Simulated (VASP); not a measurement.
# Al2Cu (I4/mmm) in VASP: single point with LDA

Aim: the single point of Al2Cu with LDA.

All numbers are computed with VASP 6.6.1; they aren't measurements. Logs are shortened: lines on timing, memory, paths and dates and some standing lists are left out, and cuts for length are marked.

### Step 1. The cell of the first run

The structure is tetragonal, space group I4/mmm (No. 139). Conventional cell: a = 4.061 Å, b = 4.061 Å, c = 5.702 Å, α = 90.00°, β = 90.00°, γ = 90.00°. Al (site symmetry -4m2) has 4 Cu at 2.48 Å and 6 Al at 2.85 to 2.87 Å within 3.3 Å. Within 3.3 Å of Cu (site symmetry 4/mmm) lie 8 Al at 2.48 Å.

### Step 2. Single point, LDA

File INCAR:

```
SYSTEM = Al2Cu
  PREC = Accurate
  ENCUT = 600
  EDIFF = 1E-6
  ISMEAR = 0
  SIGMA = 0.1
  LREAL = .FALSE.
  LASPH = .TRUE.
  NELM = 120
  ALGO = Normal
  ISIF = 2
  LWAVE = .FALSE.
  LCHARG = .FALSE.
  NBANDS = 16
  GGA_COMPAT = .FALSE.
```

File KPOINTS:

```
regular mesh
0
G
  6 6 6
  0 0 0
```

File POSCAR:

```
Al2Cu
1.0
   -2.0303375000      2.0303375000      2.8510940000
    2.0303375000     -2.0303375000      2.8510940000
    2.0303375000      2.0303375000     -2.8510940000
Al Cu
2 1
Direct
    0.7500000000      0.2500000000      0.5000000000
    0.2500000000      0.7500000000      0.5000000000
    0.5000000000      0.5000000000      0.0000000000
```

Potentials or basis: VASP PAW LDA potentials, release 64 (Al, Cu).

Command:

```
$ cat potpaw_LDA.64/Al/POTCAR potpaw_LDA.64/Cu/POTCAR > POTCAR
$ mpirun -np 1 vasp_std > vasp.out
```

OUTCAR:

```text
SYSTEM = Al2Cu
   PREC = Accurate
   ENCUT = 600
   EDIFF = 1E-6
   ISMEAR = 0
   LREAL = .FALSE.
   LASPH = .TRUE.
   NELM = 120
   ISIF = 2

 ion  position               nearest neighbor table
   1  0.750  0.250  0.500-   3 2.48   3 2.48   3 2.48   3 2.48   2 2.85   2 2.85   2 2.87   2 2.87
                             2 2.87   2 2.87
   2  0.250  0.750  0.500-   3 2.48   3 2.48   3 2.48   3 2.48   1 2.85   1 2.85   1 2.87   1 2.87
                             1 2.87   1 2.87
   3  0.500  0.500  0.000-   2 2.48   1 2.48   1 2.48   2 2.48   1 2.48   2 2.48   2 2.48   1 2.48

  LATTYP: Found a body centered tetragonal cell.
 ALAT       =     4.0606750000
 C/A-ratio  =     1.4042463384

  Lattice vectors:

 A1 = (  -2.0303375000,   2.0303375000,   2.8510940000)
 A2 = (   2.0303375000,  -2.0303375000,   2.8510940000)
 A3 = (   2.0303375000,   2.0303375000,  -2.8510940000)

Analysis of symmetry for initial positions (statically):
=====================================================================
 Subroutine PRICEL returns:
 Original cell was already a primitive cell.

 Routine SETGRP: Setting up the symmetry group for a
 body centered tetragonal supercell.

 Subroutine GETGRP returns: Found 16 space group operations
 (whereof 16 operations were pure point group operations)
 out of a pool of 16 trial point group operations.

The static configuration has the point symmetry D_4h.

Analysis of symmetry for dynamics (positions and initial velocities):
=====================================================================
 Subroutine PRICEL returns:
 Original cell was already a primitive cell.

 Routine SETGRP: Setting up the symmetry group for a
 body centered tetragonal supercell.

 Subroutine GETGRP returns: Found 16 space group operations
 (whereof 16 operations were pure point group operations)
 out of a pool of 16 trial point group operations.

The dynamic configuration has the point symmetry D_4h.

 Subroutine INISYM returns: Found 16 space group operations
 (whereof 16 operations are pure point group operations),
 and found     1 'primitive' translations

----------------------------------------------------------------------------------------

                                     Primitive cell

  volume of cell :      47.0119

[... 89 lines left out ...]
   NELM   =    120;   NELMIN=  2; NELMDL= -5     # of ELM steps
   EDIFF  = 0.1E-05   stopping-criterion for ELM
   LREAL  =      F    real-space projection
   EDIFFG = 0.1E-04   stopping-criterion for IOM
   NSW    =      0    number of steps for IOM
   IBRION =     -1    ionic relax: 0-MD 1-quasi-New 2-CG
   NFREE  =      0    steps in history (QN), initial steepest desc. (CG)
   ISIF   =      2    stress and relaxation
   ISYM   =      2    0-nonsym 1-usesym 2-fastsym
   POTIM  = 0.5000    time-step for ionic-motion
   TEBEG  =    0.0;   TEEND  =   0.0 temperature during run
   PSTRESS=    0.0 pullay stress
   NELECT =      17.0000    total number of electrons
   NUPDOWN=      -1.0000    fix difference up-down
   EMIN   =  10.00;   EMAX   =-10.00  energy-range for DOS
   EFERMI =   0.00;   METHOD = LEGACY
   ISMEAR =     0;   SIGMA  =   0.10  broadening in eV -4-tet -1-fermi 0-gaus
   EFERMI_NEDOS =   21; number of points for ismear=-14 and -15
   IALGO  =     38    algorithm
   IMIX   =      4    mixing-type and parameters
     AMIX     =   0.40;   BMIX     =  1.00
     AMIX_MAG =   1.60;   BMIX_MAG =  1.00
  volume/ion in A,a.u.               =      15.67       105.75
  Fermi-wavevector in a.u.,A,eV,Ry     =   1.166331  2.204046 18.508385  1.360328
  Thomas-Fermi vector in A             =   2.302845
   LORBIT       =      0    0 simple, 1 ext, 2 COOP (PROOUT), +10 PAW based schemes
   GGA     = CA    functional components
   LHFCALC =     F    Hartree Fock is set to
   AEXX    =    0.0000 exact exchange contribution
   IVDW    =     0    specifies the selected vdW correction
   LEPSILON=     F    determine dielectric tensor
   LRPA    =     F    only Hartree local field effects (RPA)
 non-spin polarized calculation
 Gauss-broadening in eV      SIGMA  =   0.10
  energy-cutoff  :      600.00
  volume of cell :       47.01
 maximum number of plane-waves:      1588
   NGX = 17   NGY = 17   NGZ = 17

 number of electron      17.0000011 magnetization

 Free energy of the ion-electron system (eV)
  ---------------------------------------------------
  ext. energy  EPLUGINS =         0.00000000
  ---------------------------------------------------
  free energy    TOTEN  =       -13.69184841 eV

  energy without entropy =      -13.68629147  energy(sigma->0) =      -13.68906994

 E-fermi :   6.9117     XC(G=0): -10.7271

 val. band max:        6.8802188353   @ k =  -0.3333   0.1667   0.0000
 cond. band min:       6.9527455262   @ k =  -0.1667  -0.3333   0.1667
 fundamental gap:      0.0725266909
 Fermi energy:         6.9117467093

 k-point     1 :       0.0000    0.0000    0.0000
  band No.  band energies     occupation
      1      -3.3020      2.00000
      2       2.2769      2.00000
      3       2.2842      2.00000
      4       2.2842      2.00000
      5       2.8455      2.00000
      6       2.8564      2.00000
[... 433 lines left out ...]
      3       2.4258      2.00000
      4       2.4524      2.00000
      5       2.7405      2.00000
      6       2.9197      2.00000
[... 8 lines left out ...]
     15      15.6579      0.00000
     16      16.6084      0.00000

 [... further k-points ...]

------------------------ aborting loop because EDIFF is reached ----------------------------------------

  FORCE on cell =-STRESS in cart. coord.  units (eV):
  Direction    XX          YY          ZZ          XY          YZ          ZX
  --------------------------------------------------------------------------------------
  -------------------------------------------------------------------------------------
  Total       -0.9013713     -0.9013713     -0.8798071      0.0000000     -0.0000000      0.0000000
  in kB      -30.7189469    -30.7189469    -29.9840341      0.0000000     -0.0000000      0.0000000
  external PRESSURE =     -30.4739760 kB  Pullay stress =       0.0000000 kB

 VOLUME and BASIS-vectors are now :
 -----------------------------------------------------------------------------
  energy-cutoff  :      600.00
  volume of cell :       47.01
      direct lattice vectors                 reciprocal lattice vectors
    -2.030337500  2.030337500  2.851094000     0.000000000  0.246264476  0.175371279
     2.030337500 -2.030337500  2.851094000     0.246264476  0.000000000  0.175371279
     2.030337500  2.030337500 -2.851094000     0.246264476  0.246264476  0.000000000

 POSITION                                       TOTAL-FORCE (eV/Angst)
 -----------------------------------------------------------------------------------
      0.00000      2.03034      1.42555         0.000000     -0.000000      0.000000
      2.03034      0.00000      1.42555        -0.000000      0.000000     -0.000000
      0.00000      0.00000      2.85109        -0.000000      0.000000     -0.000000
 -----------------------------------------------------------------------------------
    total drift:                               -0.000000      0.000000     -0.000000

  FREE ENERGIE OF THE ION-ELECTRON SYSTEM (eV)
  ---------------------------------------------------
  free  energy   TOTEN  =       -13.6918484113 eV

  energy  without entropy=      -13.6862914722  energy(sigma->0) =      -13.68906994
```

OSZICAR:

```text
N       E                     dE             d eps       ncg     rms          rms(c)
DAV:   1     0.648814172561E+02    0.64881E+02   -0.73900E+03   960   0.127E+03
DAV:   2    -0.131672515673E+02   -0.78049E+02   -0.69319E+02  1016   0.217E+02
DAV:   3    -0.159926310291E+02   -0.28254E+01   -0.27689E+01  1304   0.461E+01
DAV:   4    -0.160493340501E+02   -0.56703E-01   -0.56681E-01  1152   0.542E+00
DAV:   5    -0.160517916177E+02   -0.24576E-02   -0.24575E-02  1504   0.131E+00    0.148E+01
DAV:   6    -0.180249230230E+02   -0.19731E+01   -0.40241E+01  1096   0.219E+02    0.119E+01
DAV:   7    -0.138455659588E+02    0.41794E+01   -0.10715E+01  1208   0.798E+01    0.210E+00
DAV:   8    -0.137562626988E+02    0.89303E-01   -0.12171E+00  1392   0.318E+01    0.222E+00
DAV:   9    -0.136916869855E+02    0.64576E-01   -0.21716E-01  1328   0.135E+01    0.218E-01
DAV:  10    -0.136942089551E+02   -0.25220E-02   -0.80819E-03  1592   0.184E+00    0.332E-01
DAV:  11    -0.136918170347E+02    0.23919E-02   -0.55526E-03  1264   0.261E+00    0.300E-02
DAV:  12    -0.136918611059E+02   -0.44071E-04   -0.41170E-04  1496   0.188E-01    0.257E-02
DAV:  13    -0.136918512990E+02    0.98069E-05   -0.11486E-05  1496   0.950E-02    0.138E-02
DAV:  14    -0.136918486183E+02    0.26806E-05   -0.42325E-06  1000   0.660E-02    0.309E-03
DAV:  15    -0.136918484113E+02    0.20709E-06   -0.67512E-07   664   0.253E-02
   1 F= -.13691848E+02 E0= -.13689070E+02  d E =-.555694E-02
```

Wall time 28 s (1 thread of AMD EPYC 7R43 (Zen 3), shared host); peak memory 0.13 GiB.

Results:

```
Free energy            : -13.6918 eV
Pressure               : -3.0 GPa
Band gap on the k mesh : zero (an odd number of electrons rules out a gap without spin polarisation)
```

Levels at points of the mesh, in eV from the Fermi level:
```
           k point  band 7  band 8  band 9  band 10  band 11  band 12
(0.00, 0.00, 0.00)    2.95    2.97    2.97     3.02     3.03     3.03
(0.50, 0.00, 0.00)   -4.00    0.65    0.71     3.00     3.03     3.83
(0.50, 0.50, 0.00)   -3.77   -1.93   -1.87     0.41     1.62     9.13
(0.50, 0.50, 0.50)   -3.75   -1.95   -1.95     0.32     1.58     9.14
```

Caveat: the cell stands under tension.

The gap in the log of VASP goes by the Fermi energy; the results here count the filled bands.